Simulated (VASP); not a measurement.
# Se (P3_121) in VASP: relaxation of cell and atoms with PBE

Aim: the relaxation of cell and atoms of Se with PBE.

Everything below comes from runs of VASP 6.6.1. Logs are shortened: lines on timing, memory, paths and dates and some standing lists are left out, and cuts for length are marked.

## Step 1: The cell of the first run

Symmetry: P3_121, No. 152, trigonal system. Conventional cell: a = 4.366 Å, b = 4.366 Å, c = 4.954 Å, α = 90.00°, β = 90.00°, γ = 120.00°. Se (site symmetry 2) has 2 Se at 2.37 Å within 3.1 Å.

## Step 2: Relaxation of cell and atoms, PBE

File INCAR:

```
SYSTEM = Se
PREC = Accurate
ENCUT = 600
EDIFF = 1E-7
ISMEAR = -1
SIGMA = 0.05
LREAL = .FALSE.
LASPH = .TRUE.
NELM = 80
ALGO = Normal
ISIF = 3
LWAVE = .FALSE.
LCHARG = .FALSE.
GGA = PE
IBRION = 2
NSW = 80
EDIFFG = -0.02
```

File KPOINTS:

```
Automatic mesh
0
G
  12 12 10
  0 0 0
```

File POSCAR:

```
Se
1.0
    4.3662000000      0.0000000000      0.0000000000
   -2.1831000000      3.7812400000      0.0000000000
    0.0000000000      0.0000000000      4.9536000000
Se
3
Direct
    0.2254000000      0.0000000000      0.3333333333
    0.0000000000      0.2254000000      0.6666666667
    0.7746000000      0.7746000000      0.0000000000
```

Potentials or basis: VASP PAW PBE potentials, release 64 (Se).

Command:

```console
$ cat potpaw_PBE.64/Se/POTCAR > POTCAR
$ mpirun -np 1 vasp_std > vasp.out
```

OUTCAR:

```text
SYSTEM = Se
   PREC = Accurate
   ENCUT = 600
   EDIFF = 1E-7
   ISMEAR = -1
   LREAL = .FALSE.
   LASPH = .TRUE.
   NELM = 80
   ISIF = 3
   GGA = PE
   IBRION = 2
   NSW = 80
   EDIFFG = -0.02

 ion  position               nearest neighbor table
   1  0.225  0.000  0.333-   3 2.37   2 2.37
   2  0.000  0.225  0.667-   3 2.37   1 2.37
   3  0.775  0.775  0.000-   2 2.37   1 2.37

  LATTYP: Found a hexagonal cell.
 ALAT       =     4.3662000000
 C/A-ratio  =     1.1345334616

  Lattice vectors:

 A1 = (   4.3662000000,   0.0000000000,   0.0000000000)
 A2 = (  -2.1831000000,   3.7812400000,   0.0000000000)
 A3 = (   0.0000000000,   0.0000000000,   4.9536000000)

Analysis of symmetry for initial positions (statically):
=====================================================================
 Subroutine PRICEL returns:
 Original cell was already a primitive cell.

 Routine SETGRP: Setting up the symmetry group for a
 hexagonal supercell.

 Subroutine GETGRP returns: Found  6 space group operations
 (whereof  2 operations were pure point group operations)
 out of a pool of 24 trial point group operations.

The static configuration has the point symmetry C_2 .
 The point group associated with its full space group is D_3 .

Analysis of symmetry for dynamics (positions and initial velocities):
=====================================================================
 Subroutine PRICEL returns:
 Original cell was already a primitive cell.

 Routine SETGRP: Setting up the symmetry group for a
 hexagonal supercell.

 Subroutine GETGRP returns: Found  6 space group operations
 (whereof  2 operations were pure point group operations)
 out of a pool of 24 trial point group operations.

The dynamic configuration has the point symmetry C_2 .
 The point group associated with its full space group is D_3 .

 Subroutine INISYM returns: Found  6 space group operations
 (whereof  2 operations are pure point group operations),
 and found     1 'primitive' translations

----------------------------------------------------------------------------------------

                                     Primitive cell

  volume of cell :      81.7822

  direct lattice vectors                    reciprocal lattice vectors
     4.366200000  0.000000000  0.000000000     0.229032110  0.132231755  0.000000000
    -2.183100000  3.781240000  0.000000000     0.000000000  0.264463509  0.000000000
     0.000000000  0.000000000  4.953600000     0.000000000  0.000000000  0.201873385

  length of vectors
     4.366200000  4.366199898  4.953600000     0.264463503  0.264463509  0.201873385

  position of ions in fractional coordinates (direct lattice)
     0.225400000  0.000000000  0.333333333
     0.000000000  0.225400000  0.666666667
     0.774600000  0.774600000  0.000000000

  ion indices of the primitive-cell ions
   primitive index   ion index
                 1           1
                 2           2
                 3           3

----------------------------------------------------------------------------------------

 KPOINTS: Automatic mesh

Automatic generation of k-mesh.
 Grid dimensions read from file:
 generate k-points for:   12   12   10

 Generating k-lattice:

  Cartesian coordinates                     Fractional coordinates (reciprocal lattice)
     0.019086009  0.011019313  0.000000000     0.083333333 -0.000000000  0.000000000
     0.000000000  0.022038626  0.000000000     0.000000000  0.083333333  0.000000000
     0.000000000  0.000000000  0.020187339     0.000000000  0.000000000  0.100000000

  Length of vectors
     0.022038625  0.022038626  0.020187339

  Shift w.r.t. Gamma in fractional coordinates (k-lattice)
     0.000000000  0.000000000  0.000000000

 Subroutine IBZKPT returns following result:
 ===========================================

 Found    162 irreducible k-points:

 Following reciprocal coordinates:
            Coordinates               Weight
  0.000000  0.000000  0.000000      1.000000
  0.083333  0.000000  0.000000      6.000000
  0.166667 -0.000000  0.000000      6.000000
  0.250000  0.000000  0.000000      6.000000
  0.333333 -0.000000  0.000000      6.000000
  0.416667  0.000000  0.000000      6.000000
[... 16 lines left out ...]
  0.166667 -0.000000  0.100000      6.000000
  0.000000  0.166667  0.100000      6.000000
 [... further k-points ...]
   k-points           NKPTS =    162   k-points in BZ     NKDIM =    162   number of bands    NBANDS=     13
   number of dos      NEDOS =    301   number of ions     NIONS =      3
   total plane-waves  NPLWV =  51840
   dimension x,y,z NGX =    36 NGY =   36 NGZ =   40
   dimension x,y,z NGXF=    72 NGYF=   72 NGZF=   80
   ions per type =               3
   NGX,Y,Z   is equivalent  to a cutoff of  13.71, 13.71, 13.42 a.u.
   NGXF,Y,Z  is equivalent  to a cutoff of  27.41, 27.41, 26.85 a.u.
 SYSTEM =  Se
   PREC   = accura    normal or accurate (medium, high low for compatibility)
   ISTART =      0    job   : 0-new  1-cont  2-samecut
   ICHARG =      2    charge: 1-file 2-atom 10-const
   ISPIN  =      1    spin polarized calculation?
   LNONCOLLINEAR =      F non collinear calculations
   LSORBIT =      F    spin-orbit coupling
   LASPH  =      T    aspherical Exc in radial PAW
   ENCUT  =  600.0 eV  44.10 Ry    6.64 a.u.   8.72  8.72  9.89*2*pi/ulx,y,z
   NELM   =     80;   NELMIN=  2; NELMDL= -5     # of ELM steps
   EDIFF  = 0.1E-06   stopping-criterion for ELM
   LREAL  =      F    real-space projection
   EDIFFG = -.2E-01   stopping-criterion for IOM
   NSW    =     80    number of steps for IOM
   IBRION =      2    ionic relax: 0-MD 1-quasi-New 2-CG
   NFREE  =      1    steps in history (QN), initial steepest desc. (CG)
   ISIF   =      3    stress and relaxation
   ISYM   =      2    0-nonsym 1-usesym 2-fastsym
   POTIM  = 0.5000    time-step for ionic-motion
   TEBEG  =    0.0;   TEEND  =   0.0 temperature during run
   PSTRESS=    0.0 pullay stress
   NELECT =      18.0000    total number of electrons
   NUPDOWN=      -1.0000    fix difference up-down
   EMIN   =  10.00;   EMAX   =-10.00  energy-range for DOS
   EFERMI =   0.00;   METHOD = LEGACY
   ISMEAR =    -1;   SIGMA  =   0.05  broadening in eV -4-tet -1-fermi 0-gaus
   EFERMI_NEDOS =   21; number of points for ismear=-14 and -15
   IALGO  =     38    algorithm
   IMIX   =      4    mixing-type and parameters
     AMIX     =   0.40;   BMIX     =  1.00
     AMIX_MAG =   1.60;   BMIX_MAG =  1.00
  volume/ion in A,a.u.               =      27.26       183.96
  Fermi-wavevector in a.u.,A,eV,Ry     =   0.988430  1.867862 13.292818  0.976995
  Thomas-Fermi vector in A             =   2.119956
   LORBIT       =      0    0 simple, 1 ext, 2 COOP (PROOUT), +10 PAW based schemes
   GGA     = PE    functional components
   LHFCALC =     F    Hartree Fock is set to
   AEXX    =    0.0000 exact exchange contribution
   IVDW    =     0    specifies the selected vdW correction
   LEPSILON=     F    determine dielectric tensor
   LRPA    =     F    only Hartree local field effects (RPA)
 conjugate gradient relaxation of ions
 non-spin polarized calculation
  energy-cutoff  :      600.00
  volume of cell :       81.78
 maximum number of plane-waves:      2756
 NGX is ok and might be reduce to    36
   NGX = 17   NGY = 17   NGZ = 19

--------------------------------------- Ionic step        1  -------------------------------------------

 number of electron      18.0000000 magnetization

 Free energy of the ion-electron system (eV)
  ---------------------------------------------------
  ext. energy  EPLUGINS =         0.00000000
  ---------------------------------------------------
  free energy    TOTEN  =       -10.47017147 eV

  energy without entropy =      -10.47017101  energy(sigma->0) =      -10.47017124

------------------------ aborting loop because EDIFF is reached ----------------------------------------

  FORCE on cell =-STRESS in cart. coord.  units (eV):
  Direction    XX          YY          ZZ          XY          YZ          ZX
  --------------------------------------------------------------------------------------
  -------------------------------------------------------------------------------------
  Total        1.1736485      1.1736484      2.1047372      0.0000000      0.0000000      0.0000000
  in kB       22.9926918     22.9926903     41.2334474      0.0000000      0.0000000      0.0000000
  external PRESSURE =      29.0729432 kB  Pullay stress =       0.0000000 kB
[... 92 lines left out ...]
  FREE ENERGIE OF THE ION-ELECTRON SYSTEM (eV)
  ---------------------------------------------------
  free  energy   TOTEN  =       -10.5051597760 eV

  energy  without entropy=      -10.5051588477  energy(sigma->0) =      -10.50515931

[... ionic steps 4 to 13 ...]

--------------------------------------- Ionic step       14  -------------------------------------------

 number of electron      18.0000001 magnetization

------------------------ aborting loop because EDIFF is reached ----------------------------------------
[... 69 lines left out ...]
--------------------------------------- Ionic step       16  -------------------------------------------

 number of electron      18.0000001 magnetization

 Free energy of the ion-electron system (eV)
  ---------------------------------------------------
  ext. energy  EPLUGINS =         0.00000000
  ---------------------------------------------------
  free energy    TOTEN  =       -10.51084404 eV

  energy without entropy =      -10.51084353  energy(sigma->0) =      -10.51084379

 E-fermi :   2.4033     XC(G=0):  -8.4343

 val. band max:        1.8440041974   @ k =   0.5000   0.0000   0.5000
 cond. band min:       2.8584142601   @ k =   0.3333   0.3333   0.5000
 fundamental gap:      1.0144100627
 Fermi energy:         2.4033383493

 k-point     1 :       0.0000    0.0000    0.0000
  band No.  band energies     occupation
      1     -13.5245      2.00000
      2      -9.7133      2.00000
      3      -9.7133      2.00000
      4      -1.8736      2.00000
      5      -1.8736      2.00000
      6      -1.5790      2.00000
      7      -0.0020      2.00000
      8      -0.0020      2.00000
      9       1.5303      2.00000
     10       3.7639      0.00000
     11       3.7639      0.00000
     12       4.1317      0.00000
     13       7.7400      0.00000
[... 354 lines left out ...]
  band No.  band energies     occupation
      1     -13.3993      2.00000
      2     -10.3308      2.00000
      3      -9.1907      2.00000
      4      -2.2915      2.00000
      5      -2.2770      2.00000
      6      -1.3831      2.00000
      7      -0.0253      2.00000
      8       0.4059      2.00000
      9       1.3299      2.00000
     10       3.6224      0.00000
     11       3.7181      0.00000
     12       4.3141      0.00000
     13       8.0949      0.00000

 [... further k-points ...]

------------------------ aborting loop because EDIFF is reached ----------------------------------------

  FORCE on cell =-STRESS in cart. coord.  units (eV):
  Direction    XX          YY          ZZ          XY          YZ          ZX
  --------------------------------------------------------------------------------------
  -------------------------------------------------------------------------------------
  Total        0.0092022      0.0092022      0.0166754     -0.0000000      0.0000000     -0.0000000
  in kB        0.1652079      0.1652079      0.2993761     -0.0000000      0.0000000     -0.0000000
  external PRESSURE =       0.2099307 kB  Pullay stress =       0.0000000 kB
[... 18 lines left out ...]
  FREE ENERGIE OF THE ION-ELECTRON SYSTEM (eV)
  ---------------------------------------------------
  free  energy   TOTEN  =       -10.5108440397 eV

  energy  without entropy=      -10.5108435329  energy(sigma->0) =      -10.51084379

 reached required accuracy - stopping structural energy minimisation
```

Wall time 35 min (1 thread of Intel Xeon 8259CL, shared host); peak memory 0.36 GiB.

Results:

- Free energy: -10.5108 eV
- Relaxed volume: 29.75 Å³/atom
- Relaxed cell: a = 4.519 Å, b = 4.519 Å, c = 5.046 Å, α = 90.00°, β = 90.00°, γ = 120.00°
- Space group after relaxing (to 0.1 Å): P3_121 (No. 152)
- Energy gained by relaxing: 13.6 meV/atom
- Ionic steps: 16
- Pressure after relaxing: 0.0 GPa
- Band gap on the k mesh: 1.01 eV (least direct gap 1.23 eV)

Step by step:
| step | energy change (eV) | largest force (eV/Å) | pressure (GPa) | volume (Å³) |
| --- | --- | --- | --- | --- |
| 1 | 0.0000 | 0.4329 | 2.91 | 81.78 |
| 2 | -0.0049 | 0.5155 | -2.12 | 87.77 |
| 3 | -0.0350 | 0.0946 | 0.10 | 84.78 |
| 4 | -0.0350 | 0.0851 | 0.15 | 84.72 |
| 5 | -0.0363 | 0.0654 | 0.13 | 85.00 |
| 6 | -0.0378 | 0.0146 | 0.09 | 85.69 |
| 7 | -0.0378 | 0.0076 | 0.09 | 85.79 |
| 8 | -0.0383 | 0.0186 | 0.02 | 86.16 |
| 9 | -0.0392 | 0.0513 | -0.17 | 87.27 |
| 10 | -0.0390 | 0.1137 | -0.50 | 89.50 |
| 11 | -0.0394 | 0.0756 | -0.31 | 88.16 |
| 12 | -0.0396 | 0.0714 | -0.29 | 88.23 |
| 13 | -0.0399 | 0.0588 | -0.24 | 88.41 |
| 14 | -0.0404 | 0.0323 | -0.12 | 88.79 |
| 15 | -0.0406 | 0.0243 | 0.12 | 89.53 |
| 16 | -0.0407 | 0.0019 | 0.02 | 89.24 |

Final structure:
```
Se
1.0
     4.51902    0.00000    0.00000
    -2.25951    3.91358    0.00000
     0.00000    0.00000    5.04605
Se
3
Direct
  0.21927 0.00000 0.33333
  0.00000 0.21927 0.66667
  0.78073 0.78073 0.00000
```

Levels at points of the mesh, in eV from the valence-band top:
| k point | band 6 | band 7 | band 8 | band 9 | band 10 | band 11 | band 12 | band 13 |
| --- | --- | --- | --- | --- | --- | --- | --- | --- |
| (0.00, 0.00, 0.00) | -3.42 | -1.85 | -1.85 | -0.31 | 1.92 | 1.92 | 2.29 | 5.90 |
| (0.50, 0.00, 0.00) | -3.09 | -2.59 | -1.69 | -0.87 | 2.00 | 2.41 | 3.84 | 5.65 |
| (0.00, 0.00, 0.50) | -3.22 | -1.33 | -1.33 | -0.95 | 1.34 | 1.37 | 1.37 | 6.51 |
| (0.50, 0.00, 0.50) | -3.95 | -1.58 | -1.13 | 0.00 | 1.55 | 2.64 | 2.92 | 6.33 |

A k mesh can miss the band edges. Zero-point motion and thermal expansion aren't in these numbers.
